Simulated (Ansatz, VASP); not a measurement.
**KTaO3: VASP beside Ansatz**

```
K Ta O
1.0
     4.47694    0.00000    0.00000
     0.00000    4.47694    0.00000
     0.00000    0.00000    3.16520
K Ta O
1 1 3
Direct
  0.50000 0.50000 0.50000
  0.00000 0.00000 0.00000
  0.50000 0.00000 0.00000
  0.00000 0.50000 0.00000
  0.00000 0.00000 0.50000
```

Alike in both runs: task single point; functional PBEsol; k mesh 8 × 8 × 8; occupations gaussian, width 0.05 eV; no spin polarisation.

```csv
,VASP,Ansatz
version,VASP 6.6.1,Ansatz 0.2.0
potentials or method,"VASP PAW PBE potentials, release 64 (K_sv, Ta_pv, O), cutoff 520 eV","scalar-relativistic, plane waves, PAW"
valence electrons in the cell,38,40
```

```csv
,VASP,Ansatz,Ansatz less VASP
gap on the k mesh at the Fermi level (eV),0.21,0.26,+0.046
least direct gap on the mesh (eV),0.21,0.26,+0.046
```

VASP's potentials were made for PBE, not for PBEsol. VASP's potentials hold 38 valence electrons a cell and Ansatz's 40, so a difference there can come from the potentials and not from the codes.

Neither program's run includes spin-orbit coupling.
